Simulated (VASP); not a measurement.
NaH:

```
Na H
1.0
     0.00000    2.39019    2.39019
     2.39019    0.00000    2.39019
     2.39019    2.39019    0.00000
Na H
1 1
Direct
  0.00000 0.00000 0.00000
  0.50000 0.50000 0.50000
```

This cell differs from its parent crystal: volume scaled by 0.94.

Base run:

| Quantity | Value |
| --- | --- |
| Program | VASP 6.6.1 |
| Functional | PBEsol |
| Potentials or basis | VASP PAW PBE potentials, release 64 (Na_pv, H) |
| Cutoff | 520 eV |
| k mesh | 9 × 9 × 9 |
| Occupations | fermi-dirac, width 0.05 eV |
| Spin | no spin polarisation |

Its results: band gap on the k mesh 3.93 eV, indirect (least direct gap 4.68 eV); pressure 0.2 GPa.

**Question.** The run is repeated on the same cell with these changes: functional from PBEsol to r2SCAN. What comes out?

**Answer.** Band gap on the k mesh 4.74 eV, indirect (least direct gap 5.43 eV); pressure -0.1 GPa.

r2SCAN gives the wider gap, since meta-GGAs in the generalised Kohn-Sham scheme recover part of the derivative discontinuity.

Caveats: the PAW data sets were made with another functional, which shifts forces and pressure a little.

A k mesh can miss the band edges.
